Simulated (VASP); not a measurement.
A run of VASP 6.6.1:

File INCAR:

```
ALGO = Normal ; EDIFF = 1E-6
ENCUT = 520 ; ISIF = 2
ISMEAR = 0 ; LASPH = T
LCHARG = F ; LREAL = F
LWAVE = F ; NBANDS = 15
NELM = 80 ; PREC = Accurate
SIGMA = 0.05
```

Contents of KPOINTS:

```
k-points
0
Gamma
  6 6 6
```

POSCAR

```
BaTe
1.0
    4.2624660000      0.0000000000      0.0000000000
    0.0000000000      4.2624660000      0.0000000000
    0.0000000000      0.0000000000      4.2624660000
Ba Te
1 1
Direct
    0.0000000000      0.0000000000      0.0000000000
    0.5000000000      0.5000000000      0.5000000000
```

Potentials or basis: VASP PAW LDA potentials, release 64 (Ba_sv, Te).

Launch:

```console
$ cat potpaw_LDA.64/Ba_sv/POTCAR potpaw_LDA.64/Te/POTCAR > POTCAR
$ mpirun -np 1 vasp_std > vasp.out
```

Hardware: 1 thread of Intel(R) Xeon(R) Platinum 8375C CPU @ 2.90GHz (Ice Lake), with other jobs on the host.

Estimate the wall time of this run.

It took 9.6 s on 1 thread of Intel(R) Xeon(R) Platinum 8375C CPU @ 2.90GHz (Ice Lake), on a shared host, peak memory 0.17 GiB. Counts: scf iterations 12, k points 20.
